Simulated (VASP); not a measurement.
Runs of VASP 6.6.1 on NaCl. The structure is that of space group I-4m2 (No. 119), or close to it. The cells are those of the table. The cell was generated, and may not be a known phase.

```csv
task,cell,cutoff (eV),smearing,gap on the mesh (eV),pressure (GPa),relaxed volume (Å³/atom)
relaxation of cell and atoms,"relaxed from a = 3.844 Å, angles 97.5, 97.5, 137.8°, 2 atoms",600,gaussian 0.1 eV,4.52,0.0,(a)
single point,"a = 3.844 Å, angles 97.5, 97.5, 137.8°, 2 atoms",520,gaussian 0.1 eV,1.78,(b),-
single point,"a = 4.196 Å, angles 109.0, 109.0, 110.4°, 2 atoms",520,gaussian 0.1 eV,4.66,0.0,-
relaxation of cell and atoms,"relaxed from a = 4.196 Å, angles 109.0, 109.0, 110.4°, 2 atoms",600,gaussian 0.02 eV,4.66,0.0,28.43
```

Alike in all rows: level PBE; potentials or basis VASP PAW PBE potentials, release 64 (Na_pv, Cl); no spin polarisation; k mesh 8 × 8 × 8.

Fill in the values left out.

(a) 26.52; (b) 13.8.

Caveats: the volume moved by over 15 % at a fixed basis, so the end points are rough (at least some runs); the stress differs along the axes, from 3 to 36 GPa (at least some runs).

A k mesh can miss the band edges.
